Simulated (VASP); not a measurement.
# NaH (Fm-3m) in VASP: notebook

NaH is run at these levels: PBEsol; tasks: vibrations by perturbation theory.

Program: VASP 6.6.1. These are calculated values, not measurements. Logs are shortened: lines on timing, memory, paths and dates and some standing lists are left out, and cuts for length are marked.

**1. The cell of the first run**

It takes space group Fm-3m (No. 225, cubic). Conventional cell: a = 4.482 Å, b = 4.482 Å, c = 4.482 Å, α = 90.00°, β = 90.00°, γ = 90.00°. Within 3.0 Å of Na (site symmetry m-3m) lie 6 H at 2.24 Å. H (site symmetry m-3m) has 6 Na at 2.24 Å within 3.0 Å.

**2. Vibrations by perturbation theory, PBEsol**

File INCAR:

```
SYSTEM = NaH
PREC = Accurate ; ENCUT = 520
EDIFF = 1E-8 ; ISMEAR = 0
SIGMA = 0.01 ; LREAL = .False.
LASPH = .True. ; NELM = 100
ALGO = Normal ; ISIF = 2
LWAVE = .False. ; LCHARG = .False.
GGA = PS ; IBRION = 8
NSW = 1
```

File KPOINTS:

```
Automatic mesh
0
Gamma
  8 8 8
  0 0 0
```

File POSCAR:

```
NaH
1.0
    2.2410442664      2.2410442664      0.0000000000
   -2.2410442664      2.2410442664      0.0000000000
    0.0000000000      2.2410442664      2.2410442664
Na H
1 1
Direct
    0.0000000000      0.0000000000      0.0000000000
    0.5000000000      0.5000000000      0.0000000000
```

Potentials or basis: VASP PAW PBE potentials, release 64 (Na_pv, H).

Started as:

```sh
$ cat potpaw_PBE.64/Na_pv/POTCAR potpaw_PBE.64/H/POTCAR > POTCAR
$ mpirun -np 1 vasp_std > vasp.out
```

OUTCAR:

```text
SYSTEM = NaH
   PREC = Accurate
   ENCUT = 520
   EDIFF = 1E-8
   ISMEAR = 0
   LREAL = .False.
   LASPH = .True.
   NELM = 100
   ISIF = 2
   GGA = PS
   IBRION = 8
   NSW = 1

 ion  position               nearest neighbor table
   1  0.000  0.000  0.000-
   2  0.500  0.500  0.000-

  LATTYP: Found a face centered cubic cell.
 ALAT       =     4.4820885328

  Lattice vectors:

 A1 = (   0.0000000000,   2.2410442664,   2.2410442664)
 A2 = (   2.2410442664,   0.0000000000,   2.2410442664)
 A3 = (   2.2410442664,   2.2410442664,   0.0000000000)

Analysis of symmetry for initial positions (statically):
=====================================================================
 Subroutine PRICEL returns:
 Original cell was already a primitive cell.

 Routine SETGRP: Setting up the symmetry group for a
 face centered cubic supercell.

 Subroutine GETGRP returns: Found 48 space group operations
 (whereof 48 operations were pure point group operations)
 out of a pool of 48 trial point group operations.

The static configuration has the point symmetry O_h .

Analysis of symmetry for dynamics (positions and initial velocities):
=====================================================================
 Subroutine PRICEL returns:
 Original cell was already a primitive cell.

 Routine SETGRP: Setting up the symmetry group for a
 face centered cubic supercell.

 Subroutine GETGRP returns: Found 48 space group operations
 (whereof 48 operations were pure point group operations)
 out of a pool of 48 trial point group operations.

The dynamic configuration has the point symmetry O_h .

 Subroutine INISYM returns: Found 48 space group operations
 (whereof 48 operations are pure point group operations),
 and found     1 'primitive' translations

----------------------------------------------------------------------------------------

                                     Primitive cell

  volume of cell :      22.5103

  direct lattice vectors                    reciprocal lattice vectors
     2.241044266  2.241044266  0.000000000     0.223110274  0.223110274 -0.223110274
    -2.241044266  2.241044266  0.000000000    -0.223110274  0.223110274 -0.223110274
     0.000000000  2.241044266  2.241044266     0.000000000  0.000000000  0.446220548

  length of vectors
     3.169315195  3.169315195  3.169315195     0.386438330  0.386438330  0.446220548

  position of ions in fractional coordinates (direct lattice)
     0.000000000  0.000000000  0.000000000
     0.500000000  0.500000000  0.000000000

  ion indices of the primitive-cell ions
   primitive index   ion index
                 1           1
                 2           2

----------------------------------------------------------------------------------------

 KPOINTS: Automatic mesh

Automatic generation of k-mesh.
 Grid dimensions read from file:
 generate k-points for:    8    8    8

 Generating k-lattice:

  Cartesian coordinates                     Fractional coordinates (reciprocal lattice)
     0.027888784  0.027888784 -0.027888784     0.125000000  0.000000000  0.000000000
    -0.027888784  0.027888784 -0.027888784     0.000000000  0.125000000  0.000000000
     0.000000000  0.000000000  0.055777568     0.000000000  0.000000000  0.125000000

  Length of vectors
     0.048304791  0.048304791  0.055777568

  Shift w.r.t. Gamma in fractional coordinates (k-lattice)
     0.000000000  0.000000000  0.000000000

 Subroutine IBZKPT returns following result:
 ===========================================

 Found     29 irreducible k-points:

 Following reciprocal coordinates:
            Coordinates               Weight
  0.000000  0.000000  0.000000      1.000000
  0.125000  0.000000  0.000000      8.000000
  0.250000  0.000000  0.000000      8.000000
  0.375000  0.000000  0.000000      8.000000
  0.500000  0.000000  0.000000      4.000000
  0.125000  0.125000  0.000000     12.000000
[... 16 lines left out ...]
  0.375000  0.250000  0.125000     48.000000
  0.500000  0.250000  0.125000     24.000000
 [... further k-points ...]
   k-points           NKPTS =     29   k-points in BZ     NKDIM =     29   number of bands    NBANDS=      8
   number of dos      NEDOS =    301   number of ions     NIONS =      2
   total plane-waves  NPLWV =  13824
   dimension x,y,z NGX =    24 NGY =   24 NGZ =   24
   dimension x,y,z NGXF=    48 NGYF=   48 NGZF=   48
   ions per type =               1   1
   NGX,Y,Z   is equivalent  to a cutoff of  12.59, 12.59, 12.59 a.u.
   NGXF,Y,Z  is equivalent  to a cutoff of  25.18, 25.18, 25.18 a.u.
 SYSTEM =  NaH
   PREC   = accura    normal or accurate (medium, high low for compatibility)
   ISTART =      0    job   : 0-new  1-cont  2-samecut
   ICHARG =      2    charge: 1-file 2-atom 10-const
   ISPIN  =      1    spin polarized calculation?
   LNONCOLLINEAR =      F non collinear calculations
   LSORBIT =      F    spin-orbit coupling
   LASPH  =      T    aspherical Exc in radial PAW
   ENCUT  =  520.0 eV  38.22 Ry    6.18 a.u.   5.89  5.89  5.89*2*pi/ulx,y,z
   NELM   =    100;   NELMIN=  2; NELMDL= -5     # of ELM steps
   EDIFF  = 0.1E-07   stopping-criterion for ELM
   LREAL  =      F    real-space projection
   EDIFFG = 0.1E-06   stopping-criterion for IOM
   NSW    =      1    number of steps for IOM
   IBRION =      8    ionic relax: 0-MD 1-quasi-New 2-CG
   NFREE  =      0    steps in history (QN), initial steepest desc. (CG)
   ISIF   =      2    stress and relaxation
   ISYM   =      2    0-nonsym 1-usesym 2-fastsym
   POTIM  = 0.5000    time-step for ionic-motion
   TEBEG  =    0.0;   TEEND  =   0.0 temperature during run
   PSTRESS=    0.0 pullay stress
   NELECT =       8.0000    total number of electrons
   NUPDOWN=      -1.0000    fix difference up-down
   EMIN   =  10.00;   EMAX   =-10.00  energy-range for DOS
   EFERMI =   0.00;   METHOD = LEGACY
   ISMEAR =     0;   SIGMA  =   0.01  broadening in eV -4-tet -1-fermi 0-gaus
   EFERMI_NEDOS =   21; number of points for ismear=-14 and -15
   IALGO  =     38    algorithm
   IMIX   =      4    mixing-type and parameters
     AMIX     =   0.40;   BMIX     =  1.00
     AMIX_MAG =   1.60;   BMIX_MAG =  1.00
  volume/ion in A,a.u.               =      11.26        75.95
  Fermi-wavevector in a.u.,A,eV,Ry     =   1.159608  2.191341 18.295616  1.344690
  Thomas-Fermi vector in A             =   2.296198
   LORBIT       =      0    0 simple, 1 ext, 2 COOP (PROOUT), +10 PAW based schemes
   GGA     = PS    functional components
   LHFCALC =     F    Hartree Fock is set to
   AEXX    =    0.0000 exact exchange contribution
   IVDW    =     0    specifies the selected vdW correction
   LEPSILON=     F    determine dielectric tensor
   LRPA    =     F    only Hartree local field effects (RPA)
 non-spin polarized calculation
 Gauss-broadening in eV      SIGMA  =   0.01
  energy-cutoff  :      520.00
  volume of cell :       22.51
 maximum number of plane-waves:       620
   NGX = 11   NGY = 11   NGZ = 11

--------------------------------------- Ionic step        1  -------------------------------------------

 number of electron       8.0000005 magnetization

 Free energy of the ion-electron system (eV)
  ---------------------------------------------------
  ext. energy  EPLUGINS =         0.00000000
  ---------------------------------------------------
  free energy    TOTEN  =        -4.99011518 eV

  energy without entropy =       -4.99011518  energy(sigma->0) =       -4.99011518

 E-fermi :  -0.2014     XC(G=0):  -8.6996

 val. band max:       -0.2710074432   @ k =   0.5000   0.5000   0.2500
 cond. band min:       3.6600794940   @ k =   0.5000   0.0000   0.0000
 fundamental gap:      3.9310869373
 Fermi energy:        -0.2013692924

 k-point     1 :       0.0000    0.0000    0.0000
  band No.  band energies     occupation
      1     -21.9316      2.00000
      2     -21.9316      2.00000
      3     -21.9316      2.00000
      4      -4.6803      2.00000
      5      12.3017      0.00000
      6      16.8692      0.00000
      7      16.8692      0.00000
      8      16.8692      0.00000
[... 243 lines left out ...]
 k-point    24 :       0.5000    0.2500    0.1250
  band No.  band energies     occupation
      1     -22.1038      2.00000
      2     -22.0044      2.00000
      3     -21.9704      2.00000
      4      -0.8392      2.00000
      5       4.5606      0.00000
      6       8.2666      0.00000
      7      12.1389      0.00000
      8      16.8196      0.00000

 [... further k-points ...]

------------------------ aborting loop because EDIFF is reached ----------------------------------------

  FORCE on cell =-STRESS in cart. coord.  units (eV):
  Direction    XX          YY          ZZ          XY          YZ          ZX
  --------------------------------------------------------------------------------------
  -------------------------------------------------------------------------------------
  Total        0.9894261      0.9894261      0.9894261      0.0000000     -0.0000000      0.0000000
  in kB       70.4226957     70.4226957     70.4226957      0.0000000     -0.0000000      0.0000000
  external PRESSURE =      70.4226957 kB  Pullay stress =       0.0000000 kB

 VOLUME and BASIS-vectors are now :
 -----------------------------------------------------------------------------
  energy-cutoff  :      520.00
  volume of cell :       22.51
      direct lattice vectors                 reciprocal lattice vectors
     2.241044266  2.241044266  0.000000000     0.223110274  0.223110274 -0.223110274
    -2.241044266  2.241044266  0.000000000    -0.223110274  0.223110274 -0.223110274
     0.000000000  2.241044266  2.241044266     0.000000000  0.000000000  0.446220548

 POSITION                                       TOTAL-FORCE (eV/Angst)
 -----------------------------------------------------------------------------------
      0.00000      0.00000      0.00000         0.000000      0.000000      0.000000
      0.00000      2.24104      0.00000        -0.000000     -0.000000      0.000000
 -----------------------------------------------------------------------------------
    total drift:                                0.000000     -0.000000     -0.000000

  FREE ENERGIE OF THE ION-ELECTRON SYSTEM (eV)
  ---------------------------------------------------
  free  energy   TOTEN  =        -4.9901151766 eV

  energy  without entropy=       -4.9901151766  energy(sigma->0) =       -4.99011518

[... ionic steps 2 to 3 ...]

--------------------------------------- Ionic step        4  -------------------------------------------

------------------------ aborting loop because EDIFF is reached ----------------------------------------

[... ionic steps 5 to 6 ...]

--------------------------------------- Ionic step        7  -------------------------------------------

 Free energy of the ion-electron system (eV)
  ---------------------------------------------------
  ---------------------------------------------------
  free energy    TOTEN  =        -0.01761694 eV

  energy without entropy =       -0.01761694

------------------------ aborting loop because EDIFF is reached ----------------------------------------

 INTERNAL STRAIN TENSOR  FOR ION    2  DIRECTION 1   (eV/Angst):
 -----------------------------------------------------------------------------
    -0.00980 -0.00000 -0.00000
     0.00000  0.00478 -0.00000
    -0.00000 -0.00000  0.00478

 INTERNAL STRAIN TENSOR FOR ION    2 for displacements in x,y,z  (eV/Angst):
          X           Y           Z          XY          YZ          ZX
  --------------------------------------------------------------------------------
  x     0.00000     0.00000     0.00000     0.00000     0.00000     0.00000
  y     0.00000     0.00000     0.00000     0.00000     0.00000     0.00000
  z     0.00000     0.00000     0.00000     0.00000     0.00000     0.00000

 SECOND DERIVATIVES (NOT SYMMETRIZED)
 ------------------------------------
               1X          1Y          1Z          2X          2Y          2Z
  1X    -1.896138   -0.000000    0.000000    1.896138    0.000000   -0.000000
  1Y     0.000000   -1.896138   -0.000000   -0.000000    1.896138    0.000000
  1Z     0.000000   -0.000000   -1.896138   -0.000000    0.000000    1.896138
  2X     1.883602    0.000000    0.000000   -1.883602    0.000000    0.000000
  2Y     0.000000    1.883602    0.000000    0.000000   -1.883602    0.000000
  2Z     0.000000    0.000000    1.883602    0.000000    0.000000   -1.883602

 Eigenvectors and eigenvalues of the dynamical matrix
 ----------------------------------------------------

   1 f  =   21.920540 THz   137.730817 2PiTHz  731.190521 cm-1    90.656030 meV
             X         Y         Z           dx          dy          dz
      0.000000  0.000000  0.000000     0.000000    0.204818   -0.000000
      0.000000  2.241044  0.000000     0.000000   -0.978800    0.000000
[... 21 lines left out ...]
   6 f/i=    0.014575 THz     0.091580 2PiTHz    0.486181 cm-1     0.060279 meV
             X         Y         Z           dx          dy          dz
      0.000000  0.000000  0.000000     0.978800   -0.000000    0.000000
      0.000000  2.241044  0.000000     0.204818    0.000000    0.000000

--------------------------------------------------------------------------------------------------------

 ELASTIC MODULI CONTR FROM IONIC RELAXATION (kBar)
 Direction    XX          YY          ZZ          XY          YZ          ZX
 --------------------------------------------------------------------------------
 XX           0.0000      0.0000      0.0000      0.0000      0.0000      0.0000
 YY           0.0000      0.0000      0.0000      0.0000      0.0000      0.0000
 ZZ           0.0000      0.0000      0.0000      0.0000      0.0000      0.0000
 XY           0.0000      0.0000      0.0000      0.0000      0.0000      0.0000
 YZ           0.0000      0.0000      0.0000      0.0000      0.0000      0.0000
 ZX           0.0000      0.0000      0.0000      0.0000      0.0000      0.0000
 --------------------------------------------------------------------------------
```

Wall time 52 s (1 thread of Intel Xeon 8259CL, shared host); peak memory 0.16 GiB.

Results:

| Property | Result |
| --- | --- |
| Highest phonon frequency at Γ | 731 cm⁻¹ |

Phonon frequencies in cm⁻¹ (negative: imaginary):
```tsv
q point	frequencies
(0.000, 0.000, 0.000)	0 0 0 731 731 731
```

Caveat: the cell stands under pressure or tension, which shifts response properties; the PAW data sets were made with another functional, which shifts forces and pressure a little.

[end of part 1 of 3]
